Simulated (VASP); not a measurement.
System: K3Mg4SiF12 (a cell with a defect).

```xyz
40
Lattice="7.9825 0.0000 0.0000 0.0000 7.9825 0.0000 0.0000 0.0000 7.9825" Properties=species:S:1:pos:R:3 pbc="T T T"
K     7.8846    7.9632    7.8924
K     7.9568    3.9657    0.0069
K     7.8063    3.9652    3.9853
K     4.1320    7.9526    7.9612
K     4.2339    0.0393    3.9873
K     4.1134    3.9446    7.9754
Si    0.4329    0.2179    3.5040
Si    3.4920    4.4930    4.2874
Mg    2.0654    2.0566    1.8941
Mg    2.0495    1.9074    6.0254
Mg    2.0733    5.8601    2.0777
Mg    1.9539    6.0462    6.0297
Mg    5.9740    1.9913    2.0077
Mg    6.0013    1.9745    5.9268
Mg    6.0052    5.9683    1.9987
Mg    6.0571    5.9224    5.9528
F     2.0334    2.1232    7.9623
F     1.7474    1.5586    3.9335
F     2.0111    5.8375    0.0358
F     1.4880    7.0197    4.1229
F     6.0119    1.9558    7.9685
F     6.0616    1.9612    3.9648
F     6.0218    5.9677    7.9603
F     5.8943    5.9194    3.9811
F     0.0481    2.0569    1.9434
F     0.0691    1.9799    6.0123
F     0.0546    5.9264    2.0664
F     0.0373    5.8635    6.0336
F     3.9703    1.7959    1.9339
F     4.0054    1.8294    6.0448
F     4.0054    6.1289    1.8587
F     3.9944    5.7435    5.9439
F     1.6437    0.0446    1.9971
F     2.0976    7.9558    6.3372
F     2.0027    3.9333    2.0342
F     2.1118    3.9257    5.7703
F     6.0176    7.9638    1.8932
F     5.9574    7.9087    6.0106
F     6.0171    3.9787    1.8899
F     6.1193    3.9482    6.0922
```

Base run:

| Quantity | Value |
| --- | --- |
| Program | VASP 6.6.1 |
| Functional | PBEsol |
| Potentials or basis | VASP PAW PBE potentials, release 64 (K_sv, Si, Mg, F) |
| Cutoff | 520 eV |
| k mesh | 1 × 1 × 1, shifted |
| Occupations | fermi-dirac, width 0.05 eV |
| Spin | no spin polarisation |

Its results: band gap on the k mesh 1.10 eV; pressure 1.2 GPa; largest force 0.143 eV/Å.

**Question.** The run is repeated on the same cell with these changes: functional from PBEsol to r2SCAN. What comes out?

**Answer.** Band gap on the k mesh 1.45 eV; pressure 0.6 GPa; largest force 0.390 eV/Å.

Caveats: the PAW data sets were made with another functional, which shifts forces and pressure a little.

A k mesh can miss the band edges.
